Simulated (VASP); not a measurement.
# Si (Im-3m) in VASP: notebook

The runs below take Si through single point, with r2SCAN.

Everything below comes from runs of VASP 6.6.1. Logs are shortened: lines on timing, memory, paths and dates and some standing lists are left out, and cuts for length are marked.

## Step 1: The cell of the first run

Symmetry: Im-3m, No. 229, cubic system. The conventional cell has a = 3.106 Å, b = 3.106 Å, c = 3.106 Å, α = 90.00°, β = 90.00°, γ = 90.00°. Si (site symmetry m-3m) has 14 Si at 2.69 to 3.11 Å within 3.5 Å.

## Step 2: Single point, r2SCAN

File POSCAR:

```
Si
1.0
   -1.5531540000      1.5531540000      1.5531540000
    1.5531540000     -1.5531540000      1.5531540000
    1.5531540000      1.5531540000     -1.5531540000
Si
1
Direct
    0.0000000000      0.0000000000      0.0000000000
```

File INCAR.step1:

```
SYSTEM = Si
ALGO = Normal ; EDIFF = 1E-5
ENCUT = 550 ; GGA = PE
GGA_COMPAT = .False. ; ISMEAR = -1
LASPH = .True. ; LCHARG = .False.
LREAL = .False. ; LWAVE = .True.
NBANDS = 8 ; NELM = 120
PREC = Accurate ; SIGMA = 0.1
```

File INCAR.step2:

```
SYSTEM = Si
ALGO = Normal ; EDIFF = 1E-6
ENCUT = 550 ; GGA_COMPAT = .False.
ISIF = 2 ; ISMEAR = -1
ISTART = 1 ; LASPH = .True.
LCHARG = .False. ; LMIXTAU = .True.
LREAL = .False. ; LWAVE = .False.
METAGGA = R2SCAN ; NBANDS = 8
NELM = 120 ; PREC = Accurate
SIGMA = 0.1
```

File KPOINTS:

```
k-points
0
Gamma
  8 8 8
  0 0 0
```

Potentials or basis: VASP PAW PBE potentials, release 64 (Si).

The run is started by

```sh
cat potpaw_PBE.64/Si/POTCAR > POTCAR
cp INCAR.step1 INCAR
mpirun -np 1 vasp_std > vasp.out
cp INCAR.step2 INCAR
mpirun -np 1 vasp_std > vasp.out
```

OUTCAR:

```text
SYSTEM = Si
   EDIFF = 1E-6
   ENCUT = 550
   ISIF = 2
   ISMEAR = -1
   ISTART = 1
   LASPH = .True.
   LREAL = .False.
   METAGGA = R2SCAN
   NELM = 120
   PREC = Accurate

 ion  position               nearest neighbor table
   1  0.000  0.000  0.000-

  LATTYP: Found a body centered cubic cell.
 ALAT       =     3.1063080000

  Lattice vectors:

 A1 = (  -1.5531540000,   1.5531540000,   1.5531540000)
 A2 = (   1.5531540000,  -1.5531540000,   1.5531540000)
 A3 = (   1.5531540000,   1.5531540000,  -1.5531540000)

Analysis of symmetry for initial positions (statically):
=====================================================================
 Subroutine PRICEL returns:
 Original cell was already a primitive cell.

 Routine SETGRP: Setting up the symmetry group for a
 body centered cubic supercell.

 Subroutine GETGRP returns: Found 48 space group operations
 (whereof 48 operations were pure point group operations)
 out of a pool of 48 trial point group operations.

The static configuration has the point symmetry O_h .

Analysis of symmetry for dynamics (positions and initial velocities):
=====================================================================
 Subroutine PRICEL returns:
 Original cell was already a primitive cell.

 Routine SETGRP: Setting up the symmetry group for a
 body centered cubic supercell.

 Subroutine GETGRP returns: Found 48 space group operations
 (whereof 48 operations were pure point group operations)
 out of a pool of 48 trial point group operations.

The dynamic configuration has the point symmetry O_h .

 Subroutine INISYM returns: Found 48 space group operations
 (whereof 48 operations are pure point group operations),
 and found     1 'primitive' translations

----------------------------------------------------------------------------------------

                                     Primitive cell

  volume of cell :      14.9866

  direct lattice vectors                    reciprocal lattice vectors
    -1.553154000  1.553154000  1.553154000     0.000000000  0.321925579  0.321925579
     1.553154000 -1.553154000  1.553154000     0.321925579  0.000000000  0.321925579
     1.553154000  1.553154000 -1.553154000     0.321925579  0.321925579  0.000000000

  length of vectors
     2.690141640  2.690141640  2.690141640     0.455271519  0.455271519  0.455271519

  position of ions in fractional coordinates (direct lattice)
     0.000000000  0.000000000  0.000000000

  ion indices of the primitive-cell ions
   primitive index   ion index
                 1           1

----------------------------------------------------------------------------------------

 KPOINTS: k-points

Automatic generation of k-mesh.
 Grid dimensions read from file:
 generate k-points for:    8    8    8

 Generating k-lattice:

  Cartesian coordinates                     Fractional coordinates (reciprocal lattice)
     0.000000000  0.040240697  0.040240697     0.125000000  0.000000000  0.000000000
     0.040240697  0.000000000  0.040240697     0.000000000  0.125000000  0.000000000
     0.040240697  0.040240697  0.000000000     0.000000000  0.000000000  0.125000000

  Length of vectors
     0.056908940  0.056908940  0.056908940

  Shift w.r.t. Gamma in fractional coordinates (k-lattice)
     0.000000000  0.000000000  0.000000000

 Subroutine IBZKPT returns following result:
 ===========================================

 Found     29 irreducible k-points:

 Following reciprocal coordinates:
            Coordinates               Weight
  0.000000  0.000000  0.000000      1.000000
  0.125000  0.000000  0.000000     12.000000
  0.250000  0.000000  0.000000     12.000000
  0.375000  0.000000  0.000000     12.000000
  0.500000  0.000000  0.000000      6.000000
  0.125000  0.125000  0.000000     24.000000
[... 16 lines left out ...]
 -0.250000  0.250000  0.250000      6.000000
 -0.375000  0.375000  0.250000     24.000000
 [... further k-points ...]
   k-points           NKPTS =     29   k-points in BZ     NKDIM =     29   number of bands    NBANDS=      8
   number of dos      NEDOS =    301   number of ions     NIONS =      1
   total plane-waves  NPLWV =  13824
   dimension x,y,z NGX =    24 NGY =   24 NGZ =   24
   dimension x,y,z NGXF=    48 NGYF=   48 NGZF=   48
   ions per type =               1
   NGX,Y,Z   is equivalent  to a cutoff of  14.83, 14.83, 14.83 a.u.
   NGXF,Y,Z  is equivalent  to a cutoff of  29.66, 29.66, 29.66 a.u.
 SYSTEM =  Si
   PREC   = accura    normal or accurate (medium, high low for compatibility)
   ISTART =      1    job   : 0-new  1-cont  2-samecut
   ICHARG =      0    charge: 1-file 2-atom 10-const
   ISPIN  =      1    spin polarized calculation?
   LNONCOLLINEAR =      F non collinear calculations
   LSORBIT =      F    spin-orbit coupling
   LASPH  =      T    aspherical Exc in radial PAW
   ENCUT  =  550.0 eV  40.42 Ry    6.36 a.u.   5.14  5.14  5.14*2*pi/ulx,y,z
   NELM   =    120;   NELMIN=  2; NELMDL=  0     # of ELM steps
   EDIFF  = 0.1E-05   stopping-criterion for ELM
   LREAL  =      F    real-space projection
   EDIFFG = 0.1E-04   stopping-criterion for IOM
   NSW    =      0    number of steps for IOM
   IBRION =     -1    ionic relax: 0-MD 1-quasi-New 2-CG
   NFREE  =      0    steps in history (QN), initial steepest desc. (CG)
   ISIF   =      2    stress and relaxation
   ISYM   =      2    0-nonsym 1-usesym 2-fastsym
   POTIM  = 0.5000    time-step for ionic-motion
   TEBEG  =    0.0;   TEEND  =   0.0 temperature during run
   PSTRESS=    0.0 pullay stress
   NELECT =       4.0000    total number of electrons
   NUPDOWN=      -1.0000    fix difference up-down
   EMIN   =  10.00;   EMAX   =-10.00  energy-range for DOS
   EFERMI =   0.00;   METHOD = LEGACY
   ISMEAR =    -1;   SIGMA  =   0.10  broadening in eV -4-tet -1-fermi 0-gaus
   EFERMI_NEDOS =   21; number of points for ismear=-14 and -15
   IALGO  =     38    algorithm
   IMIX   =      4    mixing-type and parameters
     AMIX     =   0.40;   BMIX     =  1.00
     AMIX_MAG =   1.60;   BMIX_MAG =  1.00
  volume/ion in A,a.u.               =      14.99       101.13
  Fermi-wavevector in a.u.,A,eV,Ry     =   1.054048  1.991862 15.116301  1.111017
  Thomas-Fermi vector in A             =   2.189193
   LORBIT       =      0    0 simple, 1 ext, 2 COOP (PROOUT), +10 PAW based schemes
   METAGGA = R2SCAN    functional components
   LHFCALC =     F    Hartree Fock is set to
   AEXX    =    0.0000 exact exchange contribution
   IVDW    =     0    specifies the selected vdW correction
   LEPSILON=     F    determine dielectric tensor
   LRPA    =     F    only Hartree local field effects (RPA)
 non-spin polarized calculation
  energy-cutoff  :      550.00
  volume of cell :       14.99
 maximum number of plane-waves:       466
 NGX is ok and might be reduce to    24
   NGX = 11   NGY = 11   NGZ = 11

 number of electron       4.0000000 magnetization

 Free energy of the ion-electron system (eV)
  ---------------------------------------------------
  ext. energy  EPLUGINS =         0.00000000
  ---------------------------------------------------
  free energy    TOTEN  =        -8.03286772 eV

  energy without entropy =       -8.00431975  energy(sigma->0) =       -8.01859374

 E-fermi :   9.6876     XC(G=0): -11.8403

 val. band max:        9.6402495228   @ k =  -0.3750   0.5000   0.1250
 cond. band min:       9.7061956355   @ k =   0.2500   0.1250  -0.0000
 fundamental gap:      0.0659461128
 Fermi energy:         9.6875708866

 k-point     1 :       0.0000    0.0000    0.0000
  band No.  band energies     occupation
      1      -5.2831      2.00000
      2      21.5256      0.00000
      3      21.5256      0.00000
      4      21.5256      0.00000
      5      22.8041      0.00000
      6      22.8041      0.00000
      7      22.8041      0.00000
      8      26.7482      0.00000

 k-point     2 :       0.1250    0.0000    0.0000
  band No.  band energies     occupation
      1      -4.7820      2.00000
      2      17.5007      0.00000
      3      19.1251      0.00000
      4      20.8813      0.00000
      5      21.4449      0.00000
      6      23.4556      0.00000
      7      25.5917      0.00000
      8      26.0354      0.00000

 k-point     3 :       0.2500    0.0000    0.0000
  band No.  band energies     occupation
      1      -3.2857      2.00000
      2      11.9929      0.00000
      3      17.0262      0.00000
      4      19.4434      0.00000
      5      19.5559      0.00000
      6      21.6788      0.00000
      7      27.1926      0.00000
      8      27.3948      0.00000

 k-point     4 :       0.3750    0.0000    0.0000
  band No.  band energies     occupation
      1      -0.8147      2.00000
      2       6.9122      2.00000
      3      15.7603      0.00000
      4      18.0891      0.00000
      5      18.5074      0.00000
      6      20.4399      0.00000
      7      29.0291      0.00000
      8      29.7854      0.00000

 k-point     5 :       0.5000    0.0000    0.0000
  band No.  band energies     occupation
      1       2.4314      2.00000
      2       2.7778      2.00000
      3      15.3383      0.00000
      4      17.6235      0.00000
      5      18.1304      0.00000
      6      20.0107      0.00000
      7      30.8469      0.00000
      8      31.5149      0.00000
[... 177 lines left out ...]
 k-point    22 :       0.2500    0.2500    0.2500
  band No.  band energies     occupation
      1       5.9944      2.00000
      2       6.6062      2.00000
      3       6.6062      2.00000
      4       6.6062      2.00000
      5      31.8106      0.00000
      6      31.8106      0.00000
      7      31.8108      0.00000
      8      31.8515      0.00000

 k-point    23 :      -0.2500    0.2500    0.2500
  band No.  band energies     occupation
      1      -1.3062      2.00000
      2      12.6687      0.00000
      3      12.6687      0.00000
      4      14.8289      0.00000
      5      16.1952      0.00000
      6      26.6731      0.00000
      7      27.4369      0.00000
      8      28.1212      0.00000

 k-point    24 :      -0.3750    0.3750    0.2500
  band No.  band energies     occupation
      1       1.1405      2.00000
      2       8.6988      1.99990
      3      11.3274      0.00000
      4      14.0075      0.00000
      5      16.7258      0.00000
      6      23.4931      0.00000
      7      26.0796      0.00000
      8      29.0315      0.00000

 [... further k-points ...]

------------------------ aborting loop because EDIFF is reached ----------------------------------------

  FORCE on cell =-STRESS in cart. coord.  units (eV):
  Direction    XX          YY          ZZ          XY          YZ          ZX
  --------------------------------------------------------------------------------------
  -------------------------------------------------------------------------------------
  Total       -0.4727182     -0.4727182     -0.4727182      0.0000000     -0.0000000      0.0000000
  in kB      -50.5369851    -50.5369851    -50.5369851      0.0000000     -0.0000000      0.0000000
  external PRESSURE =     -50.5369851 kB  Pullay stress =       0.0000000 kB

 VOLUME and BASIS-vectors are now :
 -----------------------------------------------------------------------------
  energy-cutoff  :      550.00
  volume of cell :       14.99
      direct lattice vectors                 reciprocal lattice vectors
    -1.553154000  1.553154000  1.553154000     0.000000000  0.321925579  0.321925579
     1.553154000 -1.553154000  1.553154000     0.321925579  0.000000000  0.321925579
     1.553154000  1.553154000 -1.553154000     0.321925579  0.321925579  0.000000000

 POSITION                                       TOTAL-FORCE (eV/Angst)
 -----------------------------------------------------------------------------------
      0.00000      0.00000      0.00000        -0.000000     -0.000000      0.000000
 -----------------------------------------------------------------------------------
    total drift:                               -0.000000     -0.000000     -0.000000

  FREE ENERGIE OF THE ION-ELECTRON SYSTEM (eV)
  ---------------------------------------------------
  free  energy   TOTEN  =        -8.0328677184 eV

  energy  without entropy=       -8.0043197518  energy(sigma->0) =       -8.01859374
```

Run time: 42 s. Hardware: 1 thread of AMD EPYC 7R13, shared host; peak memory 0.1 GiB.

What came out:

| Quantity | Value |
| --- | --- |
| Free energy | -8.0329 eV |
| Pressure | -5.1 GPa |
| Band gap on the k mesh | zero (band 2 reaches 21.53 eV, above the bottom of band 3 at 5.61 eV) |

Levels at points of the mesh, in eV from the Fermi level:
```csv
k point,band 1,band 2,band 3,band 4,band 5
"(0.00, 0.00, 0.00)",-14.97,11.84,11.84,11.84,13.12
"(0.50, 0.00, 0.00)",-7.26,-6.91,5.65,7.94,8.44
"(0.50, 0.50, 0.50)",-0.61,-0.61,-0.61,1.23,2.45
```

Caveat: the PAW data sets were made with another functional, which shifts forces and pressure a little.

## Step 3: Single point, r2SCAN

POSCAR is that of step 2.

File INCAR.step1:

```
PREC = Accurate
ENCUT = 550
ISMEAR = -1
SIGMA = 0.1
LREAL = False
LASPH = True
NELM = 120
NBANDS = 8
GGA = PE
ALGO = Normal
EDIFF = 1E-5
LWAVE = True
LCHARG = False
GGA_COMPAT = False
```

File INCAR.step2:

```
PREC = Accurate
ENCUT = 550
EDIFF = 1E-6
ISMEAR = -1
SIGMA = 0.1
LREAL = False
LASPH = True
NELM = 120
ALGO = Normal
ISIF = 2
LWAVE = False
LCHARG = False
METAGGA = R2SCAN
LMIXTAU = True
NBANDS = 8
ISTART = 1
GGA_COMPAT = False
```

File KPOINTS:

```
Automatic mesh
0
Gamma
  8 8 8
```

Potentials or basis: VASP PAW PBE potentials, release 64 (Si).

The run is started by

```sh
cat potpaw_PBE.64/Si/POTCAR > POTCAR
cp INCAR.step1 INCAR
mpirun -np 1 vasp_std > vasp.out
cp INCAR.step2 INCAR
mpirun -np 1 vasp_std > vasp.out
```

Run time: 44 s. Hardware: 1 thread of AMD EPYC 7R13, shared host; peak memory 0.1 GiB.

It converged, with:

* Free energy: -8.0329 eV
* Pressure: -5.1 GPa
* Band gap on the k mesh: zero (band 2 reaches 21.53 eV, above the bottom of band 3 at 5.61 eV)

Levels at points of the mesh, in eV from the Fermi level:
```
           k point  band 1  band 2  band 3  band 4  band 5
(0.00, 0.00, 0.00)  -14.97   11.84   11.84   11.84   13.12
(0.50, 0.00, 0.00)   -7.26   -6.91    5.65    7.94    8.44
(0.50, 0.50, 0.50)   -0.61   -0.61   -0.61    1.23    2.45
```

Caveat: the PAW data sets were made with another functional, which shifts forces and pressure a little.

## Step 4: Single point, r2SCAN

POSCAR is that of step 3.

File INCAR.step1:

```
PREC = Accurate
ENCUT = 550
ISMEAR = -1
SIGMA = 0.01
LREAL = F
LASPH = T
NELM = 120
NBANDS = 8
GGA = PE
ALGO = Normal
EDIFF = 1E-5
LWAVE = T
LCHARG = F
GGA_COMPAT = F
```

File INCAR.step2:

```
PREC = Accurate
ENCUT = 550
EDIFF = 1E-6
ISMEAR = -1
SIGMA = 0.01
LREAL = F
LASPH = T
NELM = 120
ALGO = Normal
ISIF = 2
LWAVE = F
LCHARG = F
METAGGA = R2SCAN
LMIXTAU = T
NBANDS = 8
ISTART = 1
GGA_COMPAT = F
```

File KPOINTS:

```
regular mesh
0
Gamma
  8 8 8
```

The run is started by

```sh
cat potpaw_PBE.64/Si/POTCAR > POTCAR
cp INCAR.step1 INCAR
mpirun -np 1 vasp_std > vasp.out
cp INCAR.step2 INCAR
mpirun -np 1 vasp_std > vasp.out
```

Run time: 46 s. Hardware: 1 thread of AMD EPYC 7R13, shared host; peak memory 0.1 GiB.

The run converged. Its results:

| Quantity | Value |
| --- | --- |
| Free energy | -8.0116 eV |
| Pressure | -5.4 GPa |
| Band gap on the k mesh | zero (band 2 reaches 21.52 eV, above the bottom of band 3 at 5.61 eV) |

Levels at points of the mesh, in eV from the Fermi level:
| k point | band 1 | band 2 | band 3 | band 4 | band 5 |
| --- | --- | --- | --- | --- | --- |
| (0.00, 0.00, 0.00) | -14.96 | 11.85 | 11.85 | 11.85 | 13.12 |
| (0.50, 0.00, 0.00) | -7.25 | -6.90 | 5.66 | 7.94 | 8.45 |
| (0.50, 0.50, 0.50) | -0.61 | -0.61 | -0.61 | 1.24 | 2.46 |

Caveat: the PAW data sets were made with another functional, which shifts forces and pressure a little.
